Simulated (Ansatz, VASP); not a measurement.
# SrBe2 in VASP and in Ansatz

```
Sr Be
1.0
    -2.27078    2.27078    5.23858
     2.27078   -2.27078    5.23858
     2.27078    2.27078   -5.23858
Sr Be
2 4
Direct
  0.25000 0.25000 0.00000
  0.75000 0.75000 0.00000
  0.66111 0.16111 0.82223
  0.16111 0.33889 0.50000
  0.33889 0.83889 0.17777
  0.83889 0.66111 0.50000
```

Alike in both runs: functional PBE; k mesh 6 × 6 × 6; occupations gaussian, width 0.1 eV; no spin polarisation.

Ansatz relaxed the structure, and its values are those at the end. VASP's run is a single point on that final structure, the one shown.

|  | VASP | Ansatz |
| --- | --- | --- |
| version | VASP 6.6.1 | Ansatz 0.2.0 |
| potentials or method | VASP PAW PBE potentials, release 64 (Sr_sv, Be), cutoff 520 eV | scalar-relativistic, plane waves, PAW |
| valence electrons in the cell | 28 | 28 |

Ansatz gave:

- gap on the k mesh at the Fermi level (eV): none
- pressure (GPa): 0.0

Q: What did VASP give for the same quantities?

A: gap on the k mesh at the Fermi level (eV): none; pressure (GPa): 0.1.

A gap of «none» marks a metal or a gap that the smearing closes.
